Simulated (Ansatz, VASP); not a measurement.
## Two plane-wave programs on GaP

```xyz
2
Lattice="0.0000 2.7252 2.7252 2.7252 0.0000 2.7252 2.7252 2.7252 0.0000" Properties=species:S:1:pos:R:3 pbc="T T T"
Ga    0.0000    0.0000    0.0000
P     4.0879    4.0879    4.0879
```

Alike in both runs: functional r2SCAN; k mesh 16 × 16 × 16; occupations fermi-dirac, width 0.08 eV; no spin polarisation.

Ansatz relaxed the structure, and its values are those at the end. VASP's run is a single point on that final structure, the one shown.

|  | VASP | Ansatz |
| --- | --- | --- |
| version | VASP 6.6.1 | Ansatz 0.2.0 |
| potentials or method | VASP PAW PBE potentials, release 64 (Ga_d, P) | PAW with Ansatz's default frozen-core files, scalar-relativistic |
| plane-wave cutoff (eV) | 520 | 500 |
| valence electrons in the cell | 18 | 18 |

```csv
,VASP,Ansatz,Ansatz less VASP
pressure (GPa),0.0,0.0,+0.07
```

VASP's potentials were made for PBE, not for r2SCAN. The functional is the same, so the differences come from potentials, cutoffs and numerics.
